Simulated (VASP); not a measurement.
# Eu (Im-3m) in VASP: a series of runs, part 2 of 2

VASP 6.6.1.

## Step 3: Single point, PBEsol, collinear spin, ferromagnetic start

Contents of INCAR:

```
SYSTEM = Eu
  PREC = Accurate
  ENCUT = 520
  EDIFF = 1E-6
  ISMEAR = -1
  SIGMA = 0.05
  LREAL = .False.
  LASPH = .True.
  NELM = 150
  ALGO = Normal
  ISIF = 2
  LWAVE = .False.
  LCHARG = .False.
  ISPIN = 2
  MAGMOM = 7
  LORBIT = 11
  LMAXMIX = 6
  GGA = PS
  NBANDS = 18
```

Contents of KPOINTS:

```
Automatic mesh
0
Gamma
  6 6 6
  0 0 0
```

Contents of POSCAR:

```
Eu
1.0
   -2.3030000000      2.3030000000      2.3030000000
    2.3030000000     -2.3030000000      2.3030000000
    2.3030000000      2.3030000000     -2.3030000000
Eu
1
Direct
    0.0000000000      0.0000000000      0.0000000000
```

Potentials or basis: VASP PAW PBE potentials, release 64 (Eu).

Started as:

```console
$ cat potpaw_PBE.64/Eu/POTCAR > POTCAR
$ mpirun -np 1 vasp_std > vasp.out
```

OUTCAR:

```text
SYSTEM = Eu
   PREC = Accurate
   ENCUT = 520
   EDIFF = 1E-6
   ISMEAR = -1
   LREAL = .False.
   LASPH = .True.
   NELM = 150
   ISIF = 2
   ISPIN = 2
   LORBIT = 11
   GGA = PS

 ion  position               nearest neighbor table
   1  0.000  0.000  0.000-

  LATTYP: Found a body centered cubic cell.
 ALAT       =     4.6060000000

  Lattice vectors:

 A1 = (  -2.3030000000,   2.3030000000,   2.3030000000)
 A2 = (   2.3030000000,  -2.3030000000,   2.3030000000)
 A3 = (   2.3030000000,   2.3030000000,  -2.3030000000)

Analysis of symmetry for initial positions (statically):
=====================================================================
 Subroutine PRICEL returns:
 Original cell was already a primitive cell.

 Routine SETGRP: Setting up the symmetry group for a
 body centered cubic supercell.

 Subroutine GETGRP returns: Found 48 space group operations
 (whereof 48 operations were pure point group operations)
 out of a pool of 48 trial point group operations.

The static configuration has the point symmetry O_h .

Analysis of symmetry for dynamics (positions and initial velocities):
=====================================================================
 Subroutine PRICEL returns:
 Original cell was already a primitive cell.

 Routine SETGRP: Setting up the symmetry group for a
 body centered cubic supercell.

 Subroutine GETGRP returns: Found 48 space group operations
 (whereof 48 operations were pure point group operations)
 out of a pool of 48 trial point group operations.

The dynamic configuration has the point symmetry O_h .

Analysis of structural, dynamic, and magnetic symmetry:
=====================================================================
 Subroutine PRICEL returns:
 Original cell was already a primitive cell.

 Routine SETGRP: Setting up the symmetry group for a
 body centered cubic supercell.

 Subroutine GETGRP returns: Found 48 space group operations
 (whereof 48 operations were pure point group operations)
 out of a pool of 48 trial point group operations.

[... 128 lines left out ...]

 Free energy of the ion-electron system (eV)
  ---------------------------------------------------
  ext. energy  EPLUGINS =         0.00000000
  ---------------------------------------------------
  free energy    TOTEN  =       -11.57006766 eV

  energy without entropy =      -11.55357530  energy(sigma->0) =      -11.56182148

 E-fermi :   1.4768     XC(G=0):  -8.3497

 val. band max:        1.4359982111   @ k =   0.3333   0.3333   0.0000
 cond. band min:       1.4787573868   @ k =   0.5000   0.5000   0.5000
 fundamental gap:      0.0427591757
 Fermi energy:         1.4768387062

 spin component 1

 k-point     1 :       0.0000    0.0000    0.0000
  band No.  band energies     occupation
      1     -40.3042      1.00000
      2     -18.9526      1.00000
      3     -18.9526      1.00000
      4     -18.9526      1.00000
      5      -2.7547      1.00000
      6       0.9549      0.99997
[... 312 lines left out ...]
      4     -19.1484      1.00000
      5       0.5719      1.00000
      6       0.5719      1.00000
[... 10 lines left out ...]
     17       6.0437      0.00000
     18       6.0437      0.00000
 Fermi energy:         1.4768387062

 spin component 2

 k-point     1 :       0.0000    0.0000    0.0000
  band No.  band energies     occupation
      1     -37.1681      1.00000
      2     -16.5870      1.00000
      3     -16.5870      1.00000
      4     -16.5870      1.00000
      5      -1.9122      1.00000
      6       4.1363      0.00000
[... 313 lines left out ...]
      5       1.4788      0.49041
      6       1.4788      0.49041
[... 10 lines left out ...]
     17       7.3441      0.00000
     18       7.3441      0.00000

------------------------ aborting loop because EDIFF is reached ----------------------------------------

  FORCE on cell =-STRESS in cart. coord.  units (eV):
  Direction    XX          YY          ZZ          XY          YZ          ZX
  --------------------------------------------------------------------------------------
  -------------------------------------------------------------------------------------
  Total       -0.8637347     -0.8637347     -0.8637347     -0.0000000      0.0000000     -0.0000000
  in kB      -28.3236447    -28.3236447    -28.3236447     -0.0000000      0.0000000     -0.0000000
  external PRESSURE =     -28.3236447 kB  Pullay stress =       0.0000000 kB

 VOLUME and BASIS-vectors are now :
 -----------------------------------------------------------------------------
  energy-cutoff  :      520.00
  volume of cell :       48.86
      direct lattice vectors                 reciprocal lattice vectors
    -2.303000000  2.303000000  2.303000000     0.000000000  0.217108120  0.217108120
     2.303000000 -2.303000000  2.303000000     0.217108120  0.000000000  0.217108120
     2.303000000  2.303000000 -2.303000000     0.217108120  0.217108120  0.000000000

 POSITION                                       TOTAL-FORCE (eV/Angst)
 -----------------------------------------------------------------------------------
      0.00000      0.00000      0.00000         0.000000      0.000000      0.000000
 -----------------------------------------------------------------------------------
    total drift:                               -0.000000     -0.000000      0.000000

  FREE ENERGIE OF THE ION-ELECTRON SYSTEM (eV)
  ---------------------------------------------------
  free  energy   TOTEN  =       -11.5700676646 eV

  energy  without entropy=      -11.5535753036  energy(sigma->0) =      -11.56182148

 total charge

# of ion       s       p       d       f       tot
--------------------------------------------------
    1        2.074   5.691   0.239   6.678  14.683

 magnetization (x)

# of ion       s       p       d       f       tot
--------------------------------------------------
    1       -0.001  -0.083   0.143   6.677   6.735
```

OSZICAR:

```text
N       E                     dE             d eps       ncg     rms          rms(c)
DAV:   1     0.111666935640E+03    0.11167E+03   -0.66583E+03  1408   0.412E+03
DAV:   2     0.102345707767E+02   -0.10143E+03   -0.90075E+02  1472   0.267E+02
DAV:   3    -0.778318821664E+01   -0.18018E+02   -0.17707E+02  1780   0.104E+02
DAV:   4    -0.930113092029E+01   -0.15179E+01   -0.15074E+01  2286   0.250E+01
DAV:   5    -0.938178457348E+01   -0.80654E-01   -0.80512E-01  1918   0.623E+00    0.290E+01
DAV:   6    -0.126106554756E+02   -0.32289E+01   -0.28466E+00  1536   0.153E+01    0.183E+01
DAV:   7    -0.116746737083E+02    0.93598E+00   -0.17022E+00  1708   0.241E+01    0.140E+01
DAV:   8    -0.115815482707E+02    0.93125E-01   -0.60263E-01  1770   0.165E+01    0.431E+00
DAV:   9    -0.115998847764E+02   -0.18337E-01   -0.23802E-01  1810   0.974E+00    0.553E+00
DAV:  10    -0.115843675421E+02    0.15517E-01   -0.15770E-02  2108   0.109E+00    0.465E+00
DAV:  11    -0.115840266701E+02    0.34087E-03   -0.14525E-03  1922   0.159E-01    0.517E+00
DAV:  12    -0.115715861552E+02    0.12441E-01   -0.14499E-02  1536   0.254E+00    0.300E+00
DAV:  13    -0.115705667288E+02    0.10194E-02   -0.24252E-03  2082   0.886E-01    0.976E-01
DAV:  14    -0.115702423225E+02    0.32441E-03   -0.40487E-04  2026   0.355E-01    0.394E-01
DAV:  15    -0.115701403406E+02    0.10198E-03   -0.11166E-04  1988   0.210E-01    0.298E-01
DAV:  16    -0.115700660824E+02    0.74258E-04   -0.18025E-04  1612   0.268E-01    0.664E-02
DAV:  17    -0.115700666760E+02   -0.59353E-06   -0.27539E-05  2276   0.758E-02    0.377E-02
DAV:  18    -0.115700676646E+02   -0.98860E-06   -0.20706E-06  1646   0.126E-02
   1 F= -.11570068E+02 E0= -.11561821E+02  d E =-.164924E-01  mag=     7.4788
```

stdout:

```text
POSCAR found type information on POSCAR Eu
 POSCAR found :  1 types and       1 ions
 scaLAPACK will be used
 -----------------------------------------------------------------------------
|                                                                             |
|                                                                             |
|     You enforced a specific xc type in the INCAR file but a different       |
|     I HOPE YOU KNOW WHAT YOU ARE DOING!                                     |
|                                                                             |
 -----------------------------------------------------------------------------

 LDA part: xc-table for (Slater+PW92), standard interpolation
 POSCAR, INCAR and KPOINTS ok, starting setup
 FFT: planning ... GRIDC
 FFT: planning ... GRID_SOFT
 FFT: planning ... GRID
 WAVECAR not read
 entering main loop
```

Run time: 48 s. Hardware: 1 thread of Intel Xeon Platinum 8259CL at 2.50GHz (Skylake/Cascade Lake), shared host; peak memory 0.2 GiB.

Results:

```yaml
Free_energy: -11.5701 eV
Pressure: -2.8 GPa
Net_moment: 7.48 μB per cell
Site_moments: Eu +6.74 μB
Valence_electrons_inside_the_program's_atomic_spheres: Eu 14.68
```

Levels at points of the mesh, in eV from the Fermi level:
Spin up:
```tsv
k point	band 9	band 10	band 11	band 12	band 13	band 14	band 15	band 16
(0.00, 0.00, 0.00)	-0.40	-0.40	-0.40	-0.36	1.62	1.62	1.62	3.12
(0.50, 0.00, 0.00)	-0.43	-0.41	-0.40	-0.39	0.41	0.42	2.96	3.62
(0.50, 0.50, 0.50)	-0.49	-0.49	-0.37	-0.37	-0.37	4.14	4.14	4.14
```
Spin down:
```tsv
k point	band 3	band 4	band 5	band 6	band 7	band 8
(0.00, 0.00, 0.00)	-18.06	-18.06	-3.39	2.66	2.66	2.66
(0.50, 0.00, 0.00)	-18.18	-18.06	-0.77	1.23	1.37	3.89
(0.50, 0.50, 0.50)	-18.31	-18.31	0.00	0.00	3.80	3.80
```

Caveat: the PAW data sets were made with another functional, which shifts forces and pressure a little; spin-orbit coupling is left out, which moves the levels of the heavy elements; semilocal functionals describe open f shells poorly, which spoils levels, moments and volumes.

## Step 4: Single point, PBEsol, non-collinear spin, typed start, spin-orbit coupling

Contents of INCAR:

```
PREC = Accurate
ENCUT = 520
EDIFF = 1E-6
ISMEAR = -1
SIGMA = 0.05
LREAL = F
LASPH = T
NELM = 150
ALGO = Normal
ISIF = 2
LWAVE = F
LCHARG = F
LNONCOLLINEAR = T
MAGMOM = 7 0 0
LORBIT = 11
LSORBIT = T
GGA_COMPAT = F
LORBMOM = T
LMAXMIX = 6
GGA = PS
NBANDS = 28
```

Contents of KPOINTS:

```
Automatic mesh
0
Gamma
  6 6 6
```

POSCAR is that of step 3.

Started as:

```console
$ cat potpaw_PBE.64/Eu/POTCAR > POTCAR
$ mpirun -np 1 vasp_ncl > vasp.out
```

Wall time 3.4 min (1 thread of Intel Xeon Platinum 8259CL at 2.50GHz (Skylake/Cascade Lake), shared host); peak memory 0.33 GiB.

It converged, with:

| Property | Result |
| --- | --- |
| Free energy | -12.1382 eV |
| Pressure | -2.8 GPa |
| Net moment | 7.43 μB per cell |
| Valence electrons inside the program's atomic spheres | Eu 14.71 |

Moments on the atoms (μB; x, y, z):
```
Eu  6.69 0.00 0.00
```

Caveat: the PAW data sets were made with another functional, which shifts forces and pressure a little; semilocal functionals describe open f shells poorly, which spoils levels, moments and volumes. The state reached can hang on the start; a lower one may exist.

## Step 5: Single point, LDA, collinear spin, ferromagnetic start

Contents of INCAR:

```
SYSTEM = Eu
  ALGO = Fast
  EDIFF = 1E-6
  ENCUT = 520
  GGA = CA
  ISIF = 2
  ISMEAR = -1
  ISPIN = 2
  LASPH = .True.
  LCHARG = .True.
  LELF = .True.
  LMAXMIX = 6
  LORBIT = 11
  LREAL = .False.
  LVHAR = .True.
  LWAVE = .False.
  MAGMOM = 7
  NBANDS = 18
  NELM = 150
  PREC = Accurate
  SIGMA = 0.05
```

Contents of KPOINTS:

```
k-points
0
Gamma
  8 8 8
  0 0 0
```

POSCAR is that of step 4.

Potentials or basis: VASP PAW PBE potentials, release 64 (Eu).

Started as:

```console
$ cat potpaw_PBE.64/Eu/POTCAR > POTCAR
$ mpirun -np 1 vasp_std > vasp.out
```

OUTCAR:

```text
SYSTEM = Eu
   EDIFF = 1E-6
   ENCUT = 520
   GGA = CA
   ISIF = 2
   ISMEAR = -1
   ISPIN = 2
   LASPH = .True.
   LORBIT = 11
   LREAL = .False.
   NELM = 150
   PREC = Accurate

 ion  position               nearest neighbor table
   1  0.000  0.000  0.000-

  LATTYP: Found a body centered cubic cell.
 ALAT       =     4.6060000000

  Lattice vectors:

 A1 = (  -2.3030000000,   2.3030000000,   2.3030000000)
 A2 = (   2.3030000000,  -2.3030000000,   2.3030000000)
 A3 = (   2.3030000000,   2.3030000000,  -2.3030000000)

Analysis of symmetry for initial positions (statically):
=====================================================================
 Subroutine PRICEL returns:
 Original cell was already a primitive cell.

 Routine SETGRP: Setting up the symmetry group for a
 body centered cubic supercell.

 Subroutine GETGRP returns: Found 48 space group operations
 (whereof 48 operations were pure point group operations)
 out of a pool of 48 trial point group operations.

The static configuration has the point symmetry O_h .

Analysis of symmetry for dynamics (positions and initial velocities):
[... 688 lines left out ...]

 k-point     1 :       0.0000    0.0000    0.0000
  band No.  band energies     occupation
      1     -37.3175      1.00000
      2     -16.7818      1.00000
      3     -16.7818      1.00000
      4     -16.7818      1.00000
      5      -2.2008      1.00000
      6       3.8104      0.00000
[... 493 lines left out ...]
     17       6.4483      0.00000
     18       9.5388      0.00000

 [... further k-points ...]

------------------------ aborting loop because EDIFF is reached ----------------------------------------

  FORCE on cell =-STRESS in cart. coord.  units (eV):
  Direction    XX          YY          ZZ          XY          YZ          ZX
  --------------------------------------------------------------------------------------
  -------------------------------------------------------------------------------------
  Total       -1.1945367     -1.1945367     -1.1945367     -0.0000000      0.0000000     -0.0000000
  in kB      -39.1713260    -39.1713260    -39.1713260     -0.0000000      0.0000000     -0.0000000
  external PRESSURE =     -39.1713260 kB  Pullay stress =       0.0000000 kB

 VOLUME and BASIS-vectors are now :
 -----------------------------------------------------------------------------
  energy-cutoff  :      520.00
  volume of cell :       48.86
      direct lattice vectors                 reciprocal lattice vectors
    -2.303000000  2.303000000  2.303000000     0.000000000  0.217108120  0.217108120
     2.303000000 -2.303000000  2.303000000     0.217108120  0.000000000  0.217108120
     2.303000000  2.303000000 -2.303000000     0.217108120  0.217108120  0.000000000

 POSITION                                       TOTAL-FORCE (eV/Angst)
 -----------------------------------------------------------------------------------
      0.00000      0.00000      0.00000         0.000000      0.000000     -0.000000
 -----------------------------------------------------------------------------------
    total drift:                               -0.000000     -0.000000      0.000000

  FREE ENERGIE OF THE ION-ELECTRON SYSTEM (eV)
  ---------------------------------------------------
  free  energy   TOTEN  =       -11.1864922910 eV

  energy  without entropy=      -11.1743205955  energy(sigma->0) =      -11.18040644

 total charge

# of ion       s       p       d       f       tot
--------------------------------------------------
    1        2.077   5.659   0.239   6.684  14.658

 magnetization (x)

# of ion       s       p       d       f       tot
--------------------------------------------------
    1       -0.001  -0.079   0.101   6.682   6.703
```

OSZICAR:

```text
N       E                     dE             d eps       ncg     rms          rms(c)
DAV:   1     0.109740949515E+03    0.10974E+03   -0.65845E+03  2488   0.398E+03
DAV:   2     0.101306993994E+02   -0.99610E+02   -0.88297E+02  2674   0.263E+02
DAV:   3    -0.740417297829E+01   -0.17535E+02   -0.17213E+02  3206   0.106E+02
[... 24 lines left out ...]
RMM:  28    -0.111864836675E+02   -0.34793E-05   -0.31507E-05  2680   0.101E-01    0.126E-02
RMM:  29    -0.111864863466E+02   -0.26791E-05   -0.23937E-05  2640   0.881E-02    0.110E-02
RMM:  30    -0.111864884526E+02   -0.21061E-05   -0.18727E-05  2561   0.768E-02    0.108E-02
RMM:  31    -0.111864900825E+02   -0.16298E-05   -0.14470E-05  2511   0.677E-02    0.645E-03
RMM:  32    -0.111864913264E+02   -0.12440E-05   -0.11273E-05  2449   0.586E-02    0.314E-03
RMM:  33    -0.111864922910E+02   -0.96454E-06   -0.87852E-06  2356   0.519E-02
   1 F= -.11186492E+02 E0= -.11180406E+02  d E =-.121717E-01  mag=     7.2421
```

It took 2.3 min on 1 thread of Intel Xeon Platinum 8259CL at 2.50GHz (Skylake/Cascade Lake), shared host; peak memory 0.19 GiB.

What came out:

```
Free energy                                           : -11.1865 eV
Pressure                                              : -3.9 GPa
Net moment                                            : 7.24 μB per cell
Site moments                                          : Eu +6.70 μB
Valence electrons inside the program's atomic spheres : Eu 14.66
```

Levels at points of the mesh, in eV from the Fermi level:
Spin up:
```
           k point  band 8  band 9  band 10  band 11  band 12  band 13  band 14  band 15  band 16  band 17
(0.00, 0.00, 0.00)   -0.50   -0.37    -0.37    -0.37    -0.34     1.61     1.61     1.62     3.14     3.14
(0.50, 0.00, 0.00)   -0.47   -0.40    -0.39    -0.38    -0.36     0.45     0.60     2.96     3.61     5.04
(0.50, 0.50, 0.50)   -0.47   -0.47    -0.47    -0.35    -0.35    -0.35     4.30     4.31     4.33     4.54
```
Spin down:
| k point | band 2 | band 3 | band 4 | band 5 | band 6 | band 7 | band 8 | band 9 |
| --- | --- | --- | --- | --- | --- | --- | --- | --- |
| (0.00, 0.00, 0.00) | -18.12 | -18.12 | -18.12 | -3.54 | 2.48 | 2.48 | 2.48 | 3.65 |
| (0.50, 0.00, 0.00) | -18.47 | -18.23 | -18.12 | -0.94 | 1.14 | 1.20 | 3.59 | 3.82 |
| (0.50, 0.50, 0.50) | -18.37 | -18.37 | -18.37 | -0.17 | -0.17 | 3.54 | 3.54 | 3.54 |

Caveat: the cell stands under tension; the PAW data sets were made with another functional, which shifts forces and pressure a little; spin-orbit coupling is left out, which moves the levels of the heavy elements; semilocal functionals describe open f shells poorly, which spoils levels, moments and volumes. The state reached can hang on the start; a lower one may exist.

## Step 6: Summary

```tsv
level	spin	k mesh	gap on the mesh (eV)	pressure (GPa)	moment (μB)
r2SCAN	non-collinear, typed start, SOC	8 × 8 × 8	-	-1.7	7.70
PBEsol	collinear, ferromagnetic start	6 × 6 × 6	none	-2.8	7.48
PBEsol	non-collinear, typed start, SOC	6 × 6 × 6	-	-2.8	7.43
LDA	collinear, ferromagnetic start	8 × 8 × 8	none	-3.9	7.24
```

Alike in all rows: task single point; potentials or basis VASP PAW PBE potentials, release 64 (Eu); cell as given; cutoff (eV) 520; smearing fermi-dirac 0.05 eV.

The pressure there spans -3.9 GPa (LDA) to -1.7 GPa (r2SCAN); a positive pressure means that this level wants a larger cell, a negative one a smaller.

Caveats: the PAW data sets were made with another functional, which shifts forces and pressure a little; semilocal functionals describe open f shells poorly, which spoils levels, moments and volumes; spin-orbit coupling is left out, which moves the levels of the heavy elements (at least some runs); the cell stands under tension (at least some runs).

Absolute energies hang on the potentials; compare differences alone.

The gap in the log of VASP goes by the Fermi energy; the results here count the filled bands.